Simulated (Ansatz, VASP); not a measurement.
## CaAl2Ge2: VASP beside Ansatz

File INCAR:

```
PREC     = Accurate       # precision mode
ENCUT    = 520            # plane-wave cutoff, eV
EDIFF    = 1E-7           # SCF threshold, eV
ISMEAR   = -1             # smearing method
SIGMA    = 0.1            # smearing width, eV
LREAL    = False          # projectors in reciprocal space
LASPH    = True           # aspherical terms in the spheres
NELM     = 100            # most SCF steps
ALGO     = Normal         # electronic algorithm
ISIF     = 2              # what is computed and relaxed
LWAVE    = False          # write WAVECAR
LCHARG   = True           # write CHGCAR
GGA      = CA             # functional
LELF     = True           # ELF
LVHAR    = True         
NBANDS   = 30             # bands
```

File KPOINTS:

```
Automatic mesh
0
Gamma
  6 6 4
```

File POSCAR:

```
CaAl2Ge2
1.0
    4.1051083580      0.0000000000      0.0000000000
   -2.0525541790      3.5551325631      0.0000000000
    0.0000000000      0.0000000000      7.0550375135
Ca Al Ge
1 2 2
Direct
    0.0000000000      0.0000000000      0.0000000000
    0.3333333333      0.6666666667      0.6293000000
    0.6666666667      0.3333333333      0.3707000000
    0.3333333333      0.6666666667      0.2621700000
    0.6666666667      0.3333333333      0.7378300000
```

Input for Ansatz:

```yaml
crystal:
  lattice:
    - [4.1051083579675, 0.0, 0.0]
    - [-2.05255417898375, 3.5551325630613717, 0.0]
    - [0.0, 0.0, 7.055037513500168]
  atoms:
    - { symbol: Ca, position: [0.0, 0.0, 0.0] }
    - { symbol: Al, position: [0.3333333333333333, 0.6666666666666666, 0.6293] }
    - { symbol: Al, position: [0.6666666666666666, 0.3333333333333333, 0.3707] }
    - { symbol: Ge, position: [0.3333333333333333, 0.6666666666666666, 0.26217] }
    - { symbol: Ge, position: [0.6666666666666666, 0.3333333333333333, 0.73783] }
basis:
  ecutwfc: 500.0
kpoints:
  mp_grid:
    grid: [6, 6, 4]
hamiltonian:
  xc: lda
scf:
  occupations:
    method: fermi_dirac
    width: 0.1
output:
  stress: true
```

Alike in both runs: task single point; functional LDA; k mesh 6 × 6 × 4; occupations fermi-dirac, width 0.1 eV; no spin polarisation.

```csv
,VASP,Ansatz
version,VASP 6.6.1,Ansatz 0.2.0
potentials or method,"VASP PAW LDA potentials, release 64 (Ca_sv, Al, Ge_d), cutoff 520 eV","plane waves, PAW"
valence electrons in the cell,44,44
```

|  | VASP | Ansatz | Ansatz less VASP |
| --- | --- | --- | --- |
| pressure (GPa) | 0.3 | 0.1 | -0.15 |
| traceless stress, the component that is largest in VASP (GPa) | -1.14 | -1.14 | +0.004 |

LDA's correlation is that of Perdew and Zunger in VASP and of Perdew and Wang (1992) in Ansatz. Ansatz's warnings: structure snapped to symmetry.
